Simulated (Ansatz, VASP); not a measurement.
# RbBr: VASP beside Ansatz

```
Rb Br
1.0
     4.30485    0.00000    0.00000
     0.00000    4.30485    0.00000
     0.00000    0.00000    4.19290
Rb Br
1 1
Cartesian
  -0.0996 0.0000 0.0000
  2.2590 2.1524 2.0965
```

Change from the starting cell: mode 4 frozen in at -0.104 Å, equal normal strain along x and y +0.0267.

Alike in both runs: task single point; functional PBE; k mesh 6 × 6 × 6; occupations gaussian, width 0.05 eV; no spin polarisation.

|  | VASP | Ansatz |
| --- | --- | --- |
| version | VASP 6.6.1 | Ansatz 0.2.0 |
| potentials or method | VASP PAW PBE potentials, release 64 (Rb_sv, Br), cutoff 520 eV | scalar-relativistic, plane waves, PAW |
| valence electrons in the cell | 16 | 16 |

```tsv
	VASP	Ansatz	Ansatz less VASP
gap on the k mesh at the Fermi level (eV)	3.72	3.72	+0.001
least direct gap on the mesh (eV)	3.84	3.84	0.000
pressure (GPa)	-0.5	-0.5	-0.02
traceless stress, the component that is largest in VASP (GPa)	0.47	0.47	0.000
rms of the force components (eV/Å)	0.048	0.047	-0.0009
```

Atom by atom the forces differ by 0.001 eV/Å (rms over components).
